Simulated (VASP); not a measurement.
A run of VASP 6.6.1 is set up as follows.

Contents of INCAR:

```
SYSTEM = Al
ALGO = Normal
EDIFF = 1E-6
ENCUT = 380
GGA = PS
GGA_COMPAT = .FALSE.
ISIF = 2
ISMEAR = 1
ISYM = 0
LASPH = .TRUE.
LCHARG = .FALSE.
LREAL = .FALSE.
LWAVE = .FALSE.
NELM = 120
PREC = Accurate
SIGMA = 0.1
```

Contents of KPOINTS:

```
k-points
0
Gamma
  4 4 2
```

File POSCAR:

```
Al
1.0
    5.6249107030      0.0000000000      0.0000000000
   -2.8124553514      4.8713155628      0.0000000000
    0.0000000000      0.0000000000     14.6005500000
Al
24
Direct
    0.1715070000      0.3357820000      0.0861620000
    0.1552570000      0.3296260000      0.4147660000
    0.1644130000      0.3263800000      0.7534490000
    0.1705560000      0.8336220000      0.0817930000
    0.1588030000      0.8239060000      0.4142150000
    0.1668700000      0.8344240000      0.7477240000
    0.6803570000      0.3447430000      0.0806110000
    0.6610950000      0.3256580000      0.4122450000
    0.6749900000      0.3255030000      0.7507570000
    0.6599870000      0.8240180000      0.0844210000
    0.6672200000      0.8327600000      0.4181070000
    0.6712110000      0.8340220000      0.7486490000
    0.3317790000      0.1624720000      0.2513880000
    0.3335430000      0.1712170000      0.5836940000
    0.3300080000      0.1605870000      0.9157420000
    0.3269000000      0.6707510000      0.2500790000
    0.3400600000      0.6644880000      0.5835430000
    0.3306500000      0.6616500000      0.9182910000
    0.8285720000      0.1705940000      0.2454800000
    0.8284330000      0.1646970000      0.5823240000
    0.8282660000      0.1569870000      0.9132470000
    0.8415960000      0.6660680000      0.2481430000
    0.8260570000      0.6656840000      0.5847650000
    0.8342390000      0.6684030000      0.9147520000
```

Potentials or basis: VASP PAW PBE potentials, release 64 (Al).

The run is started by

```console
$ cat potpaw_PBE.64/Al/POTCAR > POTCAR
$ mpirun -np 8 vasp_std > vasp.out
```

Question: What does it give for the pressure?

Answer: -1.7 GPa.

Question: What does it give for the band gap on the k mesh?

Answer: Zero (bands 36 and 37 overlap by 2.79 eV).

Question: Estimate the largest force.

Answer: 0.436 eV/Å.

Stress tensor (GPa, compression positive):
```
-0.96 -0.02 -0.03
-0.02 -1.02  0.04
-0.03  0.04 -3.03
```

Caveat: the cell differs from its parent crystal (atoms moved at random); the PAW data sets were made with another functional, which shifts forces and pressure a little.
